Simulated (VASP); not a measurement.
Set up this calculation in VASP 6.6.1, as the native input.

```
Task                   : single point
Functional             : PBE
Potentials or basis    : VASP PAW PBE potentials, release 64 (C)
Cutoff                 : 520 eV
k mesh                 : 12 × 12 × 12
Occupations            : gaussian, width 0.1 eV
Spin                   : no spin polarisation
Dipole correction      : no
Further INCAR settings : ALGO = Normal; EDIFF = 1e-06; NBANDS = 26
```

The structure of C lies in POSCAR:

```
C
1.0
   -2.2126493608      2.2126493608      2.2126493608
    2.2126493608     -2.2126493608      2.2126493608
    2.2126493608      2.2126493608     -2.2126493608
C
8
Direct
    0.5000000000      0.0000000000      0.2500000000
    0.2500000000      0.5000000000      0.0000000000
    0.0000000000      0.7500000000      0.5000000000
    0.7500000000      0.5000000000      0.0000000000
    0.0000000000      0.2500000000      0.5000000000
    0.5000000000      0.0000000000      0.7500000000
    0.7500000000      0.7500000000      0.7500000000
    0.2500000000      0.2500000000      0.2500000000
```

One way to write it, as run:

INCAR

```
  ALGO = Normal
  EDIFF = 1E-6
  ENCUT = 520
  GGA = PE
  ISIF = 2
  ISMEAR = 0
  LASPH = T
  LCHARG = F
  LREAL = F
  LWAVE = F
  NBANDS = 26
  NELM = 60
  PREC = Accurate
  SIGMA = 0.1
```

KPOINTS

```
k-points
0
Gamma
  12 12 12
```

Potentials or basis: VASP PAW PBE potentials, release 64 (C).

The run is started by

```bash
$ cat potpaw_PBE.64/C/POTCAR > POTCAR
$ mpirun -np 1 vasp_std > vasp.out
```

It gave:

| Item | Value |
| --- | --- |
| Pressure | 0.4 GPa |
| Band gap on the k mesh | zero (band 16 reaches 14.10 eV, above the bottom of band 17 at 10.79 eV) |

It took 42 s on 1 thread of Intel(R) Xeon(R) Platinum 8488C (Sapphire Rapids), on a shared host, peak memory 0.18 GiB.
